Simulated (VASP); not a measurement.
# Ga2O3 (R-3) in VASP: single point with PBE

Aim: the single point of Ga2O3 with PBE.

All numbers are computed with VASP 6.6.1; they aren't measurements. Logs are shortened: lines on timing, memory, paths and dates and some standing lists are left out, and cuts for length are marked.

## (1) The cell of the first run

Symmetry: R-3, No. 148, trigonal system. Conventional cell: a = 5.057 Å, b = 5.057 Å, c = 13.623 Å, α = 90.00°, β = 90.00°, γ = 120.00°. Within 2.6 Å of Ga (site symmetry 3) lie 6 O at 1.96 to 2.09 Å. Within 2.6 Å of Ga (site symmetry 3) lie 6 O at 1.94 to 2.12 Å. Within 2.6 Å of O (site symmetry 1) lie 4 Ga at 1.94 to 2.12 Å.

## (2) Single point, PBE (mode 4 (142.6 1/cm) frozen in, largest displacement +0.025 Å)

File INCAR:

```
SYSTEM = Ga2O3
  ALGO = Normal
  EDIFF = 1E-6
  ENCUT = 520
  GGA = PE
  ISIF = 2
  ISMEAR = 0
  LASPH = .True.
  LCHARG = .False.
  LREAL = .False.
  LWAVE = .False.
  NBANDS = 55
  NELM = 60
  PREC = Accurate
  SIGMA = 0.05
```

File KPOINTS:

```
k-points
0
Gamma
  6 6 6
  0 0 0
```

File POSCAR:

```
Ga2O3
1.0
    2.5287245560      1.4599598031      4.5410352138
   -2.5287245560      1.4599598031      4.5410352138
    0.0000000000     -2.9199196063      4.5410352138
Ga O
4 6
Direct
    0.3540336364      0.3540336364      0.3540336364
    0.1422961286      0.1422961286      0.1422961286
    0.6459663636      0.6459663636      0.6459663636
    0.8577038714      0.8577038714      0.8577038714
    0.5526939911      0.9463473247      0.2509890669
    0.2509890669      0.5526939911      0.9463473247
    0.9463473247      0.2509890669      0.5526939911
    0.4473060089      0.0536526753      0.7490109331
    0.7490109331      0.4473060089      0.0536526753
    0.0536526753      0.7490109331      0.4473060089
```

Potentials or basis: VASP PAW PBE potentials, release 64 (Ga_d, O).

On the command line:

```sh
$ cat potpaw_PBE.64/Ga_d/POTCAR potpaw_PBE.64/O/POTCAR > POTCAR
$ mpirun -np 1 vasp_std > vasp.out
```

OUTCAR:

```text
SYSTEM = Ga2O3
   EDIFF = 1E-6
   ENCUT = 520
   GGA = PE
   ISIF = 2
   ISMEAR = 0
   LASPH = .True.
   LREAL = .False.
   NELM = 60
   PREC = Accurate

 ion  position               nearest neighbor table
   1  0.354  0.354  0.354-  10 1.96   9 1.96   8 1.96   5 2.09   7 2.09   6 2.09   2 2.88
   2  0.142  0.142  0.142-   9 1.94  10 1.94   8 1.94   5 2.12   6 2.12   7 2.12   1 2.88
   3  0.646  0.646  0.646-   7 1.96   6 1.96   5 1.96   8 2.09  10 2.09   9 2.09   4 2.88
   4  0.858  0.858  0.858-   6 1.94   7 1.94   5 1.94   8 2.12   9 2.12  10 2.12   3 2.88
   5  0.553  0.946  0.251-   4 1.94   3 1.96   1 2.09   2 2.12
   6  0.251  0.553  0.946-   4 1.94   3 1.96   1 2.09   2 2.12
   7  0.946  0.251  0.553-   4 1.94   3 1.96   1 2.09   2 2.12
   8  0.447  0.054  0.749-   2 1.94   1 1.96   3 2.09   4 2.12
   9  0.749  0.447  0.054-   2 1.94   1 1.96   3 2.09   4 2.12
  10  0.054  0.749  0.447-   2 1.94   1 1.96   3 2.09   4 2.12

  LATTYP: Found a trigonal (rhomboedric) cell.
 ALAT       =     5.3987898014
 COS(alpha) =     0.5612266821

  Lattice vectors:

 A1 = (   2.5287245560,   1.4599598031,   4.5410352138)
 A2 = (  -2.5287245560,   1.4599598031,   4.5410352138)
 A3 = (   0.0000000000,  -2.9199196063,   4.5410352138)

Analysis of symmetry for initial positions (statically):
=====================================================================
 Subroutine PRICEL returns:
 Original cell was already a primitive cell.

 Routine SETGRP: Setting up the symmetry group for a
 trigonal (rhombohedral) supercell.

 Subroutine GETGRP returns: Found  6 space group operations
 (whereof  6 operations were pure point group operations)
 out of a pool of 12 trial point group operations.

The static configuration has the point symmetry S_6 .

Analysis of symmetry for dynamics (positions and initial velocities):
=====================================================================
 Subroutine PRICEL returns:
 Original cell was already a primitive cell.

 Routine SETGRP: Setting up the symmetry group for a
 trigonal (rhombohedral) supercell.

 Subroutine GETGRP returns: Found  6 space group operations
 (whereof  6 operations were pure point group operations)
 out of a pool of 12 trial point group operations.

The dynamic configuration has the point symmetry S_6 .

 Subroutine INISYM returns: Found  6 space group operations
 (whereof  6 operations are pure point group operations),
 and found     1 'primitive' translations

----------------------------------------------------------------------------------------

                                     Primitive cell

  volume of cell :     100.5885

  direct lattice vectors                    reciprocal lattice vectors
     2.528724556  1.459959803  4.541035214     0.197728139  0.114158394  0.073404701
    -2.528724556  1.459959803  4.541035214    -0.197728139  0.114158394  0.073404701
     0.000000000 -2.919919606  4.541035214     0.000000000 -0.228316788  0.073404701

  length of vectors
     5.398789801  5.398789801  5.398789801     0.239826617  0.239826617  0.239826617

  position of ions in fractional coordinates (direct lattice)
     0.354033636  0.354033636  0.354033636
     0.142296129  0.142296129  0.142296129
     0.645966364  0.645966364  0.645966364
     0.857703871  0.857703871  0.857703871
     0.552693991  0.946347325  0.250989067
     0.250989067  0.552693991  0.946347325
     0.946347325  0.250989067  0.552693991
     0.447306009  0.053652675  0.749010933
     0.749010933  0.447306009  0.053652675
     0.053652675  0.749010933  0.447306009

  ion indices of the primitive-cell ions
   primitive index   ion index
                 1           1
                 2           2
                 3           3
                 4           4
                 5           5
                 6           6
                 7           7
                 8           8
                 9           9
                10          10

----------------------------------------------------------------------------------------

 KPOINTS: k-points

Automatic generation of k-mesh.
 Grid dimensions read from file:
 generate k-points for:    6    6    6

 Generating k-lattice:

  Cartesian coordinates                     Fractional coordinates (reciprocal lattice)
     0.032954690  0.019026399  0.012234117     0.166666667  0.000000000  0.000000000
    -0.032954690  0.019026399  0.012234117     0.000000000  0.166666667  0.000000000
     0.000000000 -0.038052798  0.012234117     0.000000000  0.000000000  0.166666667

  Length of vectors
     0.039971103  0.039971103  0.039971103

  Shift w.r.t. Gamma in fractional coordinates (k-lattice)
     0.000000000  0.000000000  0.000000000

 Subroutine IBZKPT returns following result:
 ===========================================

 Found     40 irreducible k-points:

 Following reciprocal coordinates:
            Coordinates               Weight
  0.000000  0.000000  0.000000      1.000000
  0.166667 -0.000000  0.000000      6.000000
  0.333333 -0.000000  0.000000      6.000000
  0.500000 -0.000000  0.000000      3.000000
  0.166667  0.166667  0.000000      6.000000
  0.333333  0.166667  0.000000      6.000000
[... 16 lines left out ...]
  0.333333  0.333333  0.166667      6.000000
  0.500000  0.333333  0.166667      6.000000
 [... further k-points ...]
   k-points           NKPTS =     40   k-points in BZ     NKDIM =     40   number of bands    NBANDS=     55
   number of dos      NEDOS =    301   number of ions     NIONS =     10
   total plane-waves  NPLWV =  64000
   dimension x,y,z NGX =    40 NGY =   40 NGZ =   40
   dimension x,y,z NGXF=    80 NGYF=   80 NGZF=   80
   ions per type =               4   6
   NGX,Y,Z   is equivalent  to a cutoff of  12.32, 12.32, 12.32 a.u.
   NGXF,Y,Z  is equivalent  to a cutoff of  24.63, 24.63, 24.63 a.u.
 SYSTEM =  Ga2O3
   PREC   = accura    normal or accurate (medium, high low for compatibility)
   ISTART =      0    job   : 0-new  1-cont  2-samecut
   ICHARG =      2    charge: 1-file 2-atom 10-const
   ISPIN  =      1    spin polarized calculation?
   LNONCOLLINEAR =      F non collinear calculations
   LSORBIT =      F    spin-orbit coupling
   LASPH  =      T    aspherical Exc in radial PAW
   ENCUT  =  520.0 eV  38.22 Ry    6.18 a.u.  10.04 10.04 10.04*2*pi/ulx,y,z
   NELM   =     60;   NELMIN=  2; NELMDL= -5     # of ELM steps
   EDIFF  = 0.1E-05   stopping-criterion for ELM
   LREAL  =      F    real-space projection
   EDIFFG = 0.1E-04   stopping-criterion for IOM
   NSW    =      0    number of steps for IOM
   IBRION =     -1    ionic relax: 0-MD 1-quasi-New 2-CG
   NFREE  =      0    steps in history (QN), initial steepest desc. (CG)
   ISIF   =      2    stress and relaxation
   ISYM   =      2    0-nonsym 1-usesym 2-fastsym
   POTIM  = 0.5000    time-step for ionic-motion
   TEBEG  =    0.0;   TEEND  =   0.0 temperature during run
   PSTRESS=    0.0 pullay stress
   NELECT =      88.0000    total number of electrons
   NUPDOWN=      -1.0000    fix difference up-down
   EMIN   =  10.00;   EMAX   =-10.00  energy-range for DOS
   EFERMI =   0.00;   METHOD = LEGACY
   ISMEAR =     0;   SIGMA  =   0.05  broadening in eV -4-tet -1-fermi 0-gaus
   EFERMI_NEDOS =   21; number of points for ismear=-14 and -15
   IALGO  =     38    algorithm
   IMIX   =      4    mixing-type and parameters
     AMIX     =   0.40;   BMIX     =  1.00
     AMIX_MAG =   1.60;   BMIX_MAG =  1.00
  volume/ion in A,a.u.               =      10.06        67.88
  Fermi-wavevector in a.u.,A,eV,Ry     =   1.565740  2.958819 33.355234  2.451541
  Thomas-Fermi vector in A             =   2.668171
   LORBIT       =      0    0 simple, 1 ext, 2 COOP (PROOUT), +10 PAW based schemes
   GGA     = PE    functional components
   LHFCALC =     F    Hartree Fock is set to
   AEXX    =    0.0000 exact exchange contribution
   IVDW    =     0    specifies the selected vdW correction
   LEPSILON=     F    determine dielectric tensor
   LRPA    =     F    only Hartree local field effects (RPA)
 non-spin polarized calculation
 Gauss-broadening in eV      SIGMA  =   0.05
  energy-cutoff  :      520.00
  volume of cell :      100.59
 maximum number of plane-waves:      2730
   NGX = 21   NGY = 21   NGZ = 21

 number of electron      88.0000011 magnetization

 Free energy of the ion-electron system (eV)
  ---------------------------------------------------
  ext. energy  EPLUGINS =         0.00000000
  ---------------------------------------------------
  free energy    TOTEN  =       -59.38647550 eV

  energy without entropy =      -59.38647550  energy(sigma->0) =      -59.38647550

 E-fermi :   4.3262     XC(G=0): -11.9628

 val. band max:        4.1065473286   @ k =  -0.1667   0.1667   0.0000
 cond. band min:       6.4989503350   @ k =   0.0000   0.0000   0.0000
 fundamental gap:      2.3924030064
 Fermi energy:         4.3262111731

 k-point     1 :       0.0000    0.0000    0.0000
  band No.  band energies     occupation
      1     -14.5781      2.00000
      2     -12.7192      2.00000
      3     -12.7192      2.00000
      4     -12.6953      2.00000
      5     -12.6769      2.00000
      6     -12.6769      2.00000
[... 47 lines left out ...]
     54      15.0010      0.00000
     55      16.0976      0.00000

 k-point     2 :       0.1667   -0.0000    0.0000
  band No.  band energies     occupation
      1     -14.4601      2.00000
      2     -12.8415      2.00000
      3     -12.7319      2.00000
      4     -12.7261      2.00000
      5     -12.6861      2.00000
      6     -12.6658      2.00000
[... 47 lines left out ...]
     54      15.5727      0.00000
     55      15.9367      0.00000

 k-point     3 :       0.3333   -0.0000    0.0000
  band No.  band energies     occupation
      1     -14.1304      2.00000
      2     -13.1889      2.00000
      3     -12.7642      2.00000
      4     -12.7516      2.00000
      5     -12.6938      2.00000
      6     -12.6771      2.00000
[... 1152 lines left out ...]
 k-point    23 :       0.3333    0.3333    0.1667
  band No.  band energies     occupation
      1     -14.2085      2.00000
      2     -13.0924      2.00000
      3     -12.7652      2.00000
      4     -12.7295      2.00000
      5     -12.7262      2.00000
      6     -12.6979      2.00000
[... 47 lines left out ...]
     54      15.9236      0.00000
     55      16.2433      0.00000

 k-point    24 :       0.5000    0.3333    0.1667
  band No.  band energies     occupation
      1     -13.9356      2.00000
      2     -13.2345      2.00000
      3     -12.8681      2.00000
      4     -12.8389      2.00000
      5     -12.7208      2.00000
      6     -12.6698      2.00000
[... 47 lines left out ...]
     54      16.0392      0.00000
     55      16.1961      0.00000

 [... further k-points ...]

------------------------ aborting loop because EDIFF is reached ----------------------------------------

  FORCE on cell =-STRESS in cart. coord.  units (eV):
  Direction    XX          YY          ZZ          XY          YZ          ZX
  --------------------------------------------------------------------------------------
  -------------------------------------------------------------------------------------
  Total        0.6469530      0.6469530      0.5496013      0.0000001     -0.0000000      0.0000000
  in kB       10.3046857     10.3046857      8.7540650      0.0000020     -0.0000000      0.0000000
  external PRESSURE =       9.7878121 kB  Pullay stress =       0.0000000 kB

 VOLUME and BASIS-vectors are now :
 -----------------------------------------------------------------------------
  energy-cutoff  :      520.00
  volume of cell :      100.59
      direct lattice vectors                 reciprocal lattice vectors
     2.528724556  1.459959803  4.541035214     0.197728139  0.114158394  0.073404701
    -2.528724556  1.459959803  4.541035214    -0.197728139  0.114158394  0.073404701
     0.000000000 -2.919919606  4.541035214     0.000000000 -0.228316788  0.073404701

 POSITION                                       TOTAL-FORCE (eV/Angst)
 -----------------------------------------------------------------------------------
      0.00000     -0.00000      4.82304         0.000000     -0.000000      0.145146
      0.00000     -0.00000      1.93852         0.000000     -0.000000      0.124451
      0.00000     -0.00000      8.80007         0.000000      0.000000     -0.145146
      0.00000     -0.00000     11.68459         0.000000      0.000000     -0.124451
     -0.99544      1.45567      7.94695        -0.000661      0.004382     -0.002793
     -0.76293     -1.58991      7.94695        -0.003464     -0.002763     -0.002793
      1.75837      0.13424      7.94695         0.004125     -0.001618     -0.002793
      0.99544     -1.45567      5.67616         0.000661     -0.004382      0.002793
      0.76293      1.58991      5.67616         0.003464      0.002763      0.002793
     -1.75837     -0.13424      5.67616        -0.004125      0.001618      0.002793
 -----------------------------------------------------------------------------------
    total drift:                               -0.000000     -0.000000      0.000000

  FREE ENERGIE OF THE ION-ELECTRON SYSTEM (eV)
  ---------------------------------------------------
  free  energy   TOTEN  =       -59.3864755049 eV

  energy  without entropy=      -59.3864755049  energy(sigma->0) =      -59.38647550
```

It took 7.6 min on 1 thread of AMD EPYC 7R13, shared host; peak memory 0.3 GiB.

What came out:

```yaml
Free_energy: -59.3865 eV
Pressure: 1.0 GPa
Largest_force: 0.145 eV/Å
Band_gap_on_the_k_mesh: 2.39 eV, indirect (least direct gap 2.62 eV)
```

Forces on the atoms (eV/Å):
```
Ga   0.000  0.000  0.145
Ga   0.000  0.000  0.124
Ga   0.000  0.000 -0.145
Ga   0.000  0.000 -0.124
O   -0.001  0.004 -0.003
O   -0.003 -0.003 -0.003
O    0.004 -0.002 -0.003
O    0.001 -0.004  0.003
O    0.003  0.003  0.003
O   -0.004  0.002  0.003
```

Stress tensor (GPa, compression positive):
```
1.03 0.00 0.00
0.00 1.03 0.00
0.00 0.00 0.88
```

Caveat: the cell differs from its parent crystal (mode 4 (142.6 1/cm) frozen in, largest displacement +0.025 Å). A k mesh can miss the band edges.
